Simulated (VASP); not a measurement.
SiC:

```
Si C
1.0
     3.07600    0.00000    0.00000
    -1.53800    2.66389    0.00000
     0.00000    0.00000    5.04800
Si C
2 2
Direct
  0.33333 0.66667 0.00000
  0.66667 0.33333 0.50000
  0.33333 0.66667 0.38500
  0.66667 0.33333 0.88500
```

| Property | Result |
| --- | --- |
| Program | VASP 6.6.1 |
| Task | relaxation of cell and atoms |
| Functional | PBE |
| Potentials or basis | VASP PAW PBE potentials, release 64 (Si, C) |
| Cutoff | 600 eV |
| k mesh | 6 × 6 × 4 |
| Occupations | gaussian, width 0.01 eV |
| Spin | no spin polarisation |

At the start: pressure 3.5 GPa; volume 10.34 Å³/atom.

Question: How do energy, volume and symmetry change on relaxing?

Answer: Over 4 steps the energy falls by 10.4 meV/atom and the volume is 10.49 Å³/atom (+1.5 %); space group P6_3mc (No. 186, to 0.1 Å) before and after.

Step by step:
| step | energy change (eV) | largest force (eV/Å) | pressure (GPa) | volume (Å³) |
| --- | --- | --- | --- | --- |
| 1 | 0.0000 | 0.7450 | 3.50 | 41.36 |
| 2 | -0.0027 | 0.6235 | -3.41 | 42.73 |
| 3 | -0.0386 | 0.0837 | -0.43 | 42.06 |
| 4 | -0.0415 | 0.0247 | 0.06 | 41.97 |

Final structure:
```yaml
crystal:
  lattice:
    - [3.09045, 0.00000, 0.00000]
    - [-1.54522, 2.67640, 0.00000]
    - [0.00000, 0.00000, 5.07364]
  atoms:
    - { symbol: Si, position: [0.33333, 0.66667, 0.00470] }
    - { symbol: Si, position: [0.66667, 0.33333, 0.50470] }
    - { symbol: C, position: [0.33333, 0.66667, 0.38030] }
    - { symbol: C, position: [0.66667, 0.33333, 0.88030] }
```

Caveat: the relaxation stopped at a loose force limit of 0.05 eV/Å, so its end isn't a converged minimum.
